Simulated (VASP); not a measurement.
Input of a VASP 6.6.1 run:

Contents of INCAR:

```
  ALGO = Normal
  EDIFF = 1E-6
  ENCUT = 520
  GGA = PE
  ISIF = 2
  ISMEAR = 0
  LASPH = T
  LCHARG = F
  LREAL = F
  LWAVE = F
  NBANDS = 21
  NELM = 60
  PREC = Accurate
  SIGMA = 0.1
```

The input KPOINTS:

```
k-points
0
Gamma
  16 16 16
```

File POSCAR:

```
Ge
1.0
   -2.4998999541      2.4998999541      1.3582044016
    2.4998999541     -2.4998999541      1.3582044016
    2.4998999541      2.4998999541     -1.3582044016
Ge
2
Direct
    0.2500000000      0.7500000000      0.5000000000
    0.5000000000      0.5000000000      0.0000000000
```

Potentials or basis: VASP PAW PBE potentials, release 64 (Ge_d).

Run with:

```console
$ cat potpaw_PBE.64/Ge_d/POTCAR > POTCAR
$ mpirun -np 1 vasp_std > vasp.out
```

Problem. Predict the pressure.

Solution. 11.8 GPa.

Problem. What does it give for the band gap on the k mesh?

Solution. Zero (bands 14 and 15 overlap by 5.88 eV).

Stress tensor (GPa, compression positive):
```
11.83  0.00  0.00
 0.00 11.83  0.00
 0.00  0.00 11.73
```

Caveat: the cell stands under pressure.
